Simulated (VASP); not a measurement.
Input of a VASP 6.6.1 run:

INCAR

```
SYSTEM = Ti
ALGO = Fast
EDIFF = 1E-7
ENCUT = 520
ISIF = 2
ISMEAR = 0
LASPH = .TRUE.
LCHARG = .FALSE.
LREAL = .FALSE.
LWAVE = .FALSE.
NBANDS = 12
NELM = 80
PREC = Accurate
SIGMA = 0.15
```

The input KPOINTS:

```
k-points
0
G
  22 22 22
  0 0 0
```

File POSCAR:

```
Ti
1.0
    0.0000000000      1.9001548358      2.2174806934
    1.9001548358      0.0000000000      2.2174806934
    1.9001548358      1.9001548358      0.0000000000
Ti
1
Direct
    0.0000000000      0.0000000000      0.0000000000
```

Potentials or basis: VASP PAW LDA potentials, release 64 (Ti_sv).

Run with:

```console
$ cat potpaw_LDA.64/Ti_sv/POTCAR > POTCAR
$ mpirun -np 1 vasp_std > vasp.out
```

(1) What does it give for the band gap on the k mesh?

(2) Predict the pressure.

## Answers

(1) zero (bands 6 and 7 overlap by 1.29 eV).

(2) -0.6 GPa.
